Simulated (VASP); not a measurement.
# Tl: single point with PBE

The system is Tl.

```
Tl
1.0
     3.54336    0.00000    0.00000
    -1.77168    3.06864    0.00000
     0.00000    0.00000    5.72087
Tl
2
Direct
  0.33333 0.66667 0.25000
  0.66667 0.33333 0.75000
```

```
Program             : VASP 6.6.1
Task                : single point
Functional          : PBE
Potentials or basis : VASP PAW PBE potentials, release 64 (Tl_d)
Cutoff              : 520 eV
k mesh              : 11 × 11 × 6
Occupations         : fermi-dirac, width 0.05 eV
Spin                : no spin polarisation
```

```
Pressure               : 0.1 GPa
Band gap on the k mesh : zero (bands 13 and 14 overlap by 4.97 eV)
```

Stress tensor (GPa, compression positive):
```
 0.36  0.00  0.00
 0.00  0.36  0.00
 0.00  0.00 -0.29
```

Levels at points of the mesh, in eV from the Fermi level:
```tsv
k point	band 9	band 10	band 11	band 12	band 13	band 14	band 15	band 16	band 17	band 18
(0.00, 0.00, 0.00)	-11.09	-11.09	-9.48	-5.22	-2.52	7.56	7.56	9.44	9.44	9.97
(0.00, 0.00, 0.50)	-11.18	-11.18	-8.19	-8.19	2.96	2.96	8.45	8.45	8.45	8.45
```

Wall time 34 s on 1 thread of Intel(R) Xeon(R) Platinum 8488C (Sapphire Rapids), on a shared host, peak memory 0.22 GiB.

Caveat: spin-orbit coupling is left out, which moves the levels of the heavy elements.
